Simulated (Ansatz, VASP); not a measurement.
**TaN in VASP and in Ansatz**

INCAR

```
SYSTEM = TaN
PREC = Accurate ; ENCUT = 520
EDIFF = 1E-6 ; ISMEAR = 1
SIGMA = 0.1 ; LREAL = .FALSE.
LASPH = .TRUE. ; NELM = 100
ALGO = Normal ; ISIF = 2
LWAVE = .FALSE. ; LCHARG = .FALSE.
GGA = PE ; NBANDS = 15
```

KPOINTS

```
Automatic mesh
0
G
  8 8 8
  0 0 0
```

The input POSCAR:

```
TaN
1.0
   -0.0377900000      2.1627500000      2.1807500000
    2.0505100000     -0.0117600000      2.1547200000
    2.0816900000      2.1679100000     -0.0429500000
Ta N
1 1
Direct
    0.4307400000      0.4978200000      0.5115900000
    0.0136828480      0.9270069077      0.0769641175
```

Input for Ansatz:

```yaml
crystal:
  lattice:
    - [-0.03779, 2.16275, 2.18075]
    - [2.05051, -0.01176, 2.15472]
    - [2.08169, 2.16791, -0.04295]
  atoms:
    - { symbol: Ta, position: [0.43074, 0.49782, 0.51159] }
    - { symbol: "N", position: [0.013682848047943596, 0.927006907656243, 0.07696411747643923] }
basis:
  ecutwfc: 540.0
  xc_grid: 2
kpoints:
  mp_grid:
    grid: [8, 8, 8]
hamiltonian:
  xc: pbe
scf:
  convergence:
    dr2_threshold: 1.0e-09
  occupations:
    method: cold
    width: 0.1
output:
  forces: true
  stress: true
```

Alike in both runs: task single point; functional PBE; k mesh 8 × 8 × 8; no spin polarisation.

```csv
,VASP,Ansatz
version,VASP 6.6.1,Ansatz 0.2.0
potentials or method,"VASP PAW PBE potentials, release 64 (Ta_pv, N), cutoff 520 eV","plane waves, PAW"
occupations,"methfessel-paxton of order 1, width 0.1 eV","cold, width 0.1 eV"
valence electrons in the cell,16,18
```

Ansatz gave:

* rms of the force components (eV/Å): 2.899

Question: Which values does VASP return?

Answer: rms of the force components (eV/Å): 2.968.

Atom by atom the forces differ by 0.069 eV/Å (rms over components). VASP's potentials hold 16 valence electrons a cell and Ansatz's 18, so a difference there can come from the potentials and not from the codes. Ansatz's warnings: stress scf threshold loose.

Neither program's run includes spin-orbit coupling.
